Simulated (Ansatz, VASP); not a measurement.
## I in VASP and in Ansatz

```
I
1.0
     0.00000    2.41200    3.98652
     2.23524    0.00000    3.98652
     2.23524    2.41200    0.00000
I
1
Direct
  0.00000 0.00000 0.00000
```

Alike in both runs: task single point; functional PBE; dispersion D3(BJ); k mesh 9 × 9 × 9; occupations fermi-dirac, width 0.05 eV; no spin polarisation.

|  | VASP | Ansatz |
| --- | --- | --- |
| version | VASP 6.6.1 | Ansatz 0.2.0 |
| potentials or method | VASP PAW PBE potentials, release 64 (I) | Ansatz PAW |
| plane-wave cutoff (eV) | 520 | 420 |
| valence electrons in the cell | 7 | 17 |

Ansatz gave:

| Quantity | Value |
| --- | --- |
| gap on the k mesh at the Fermi level (eV) | none |
| pressure (GPa) | -2.1 |
| traceless stress, the component that is largest in VASP (GPa) | 1.22 |

**Question.** Estimate VASP's values.

**Answer.** gap on the k mesh at the Fermi level (eV): none; pressure (GPa): -2.1; traceless stress, the component that is largest in VASP (GPa): 1.24.

A gap of «none» marks a metal or a gap that the smearing closes. VASP's potentials hold 7 valence electrons a cell and Ansatz's 17, so a difference there can come from the potentials and not from the codes.

Spin-orbit coupling is off throughout.
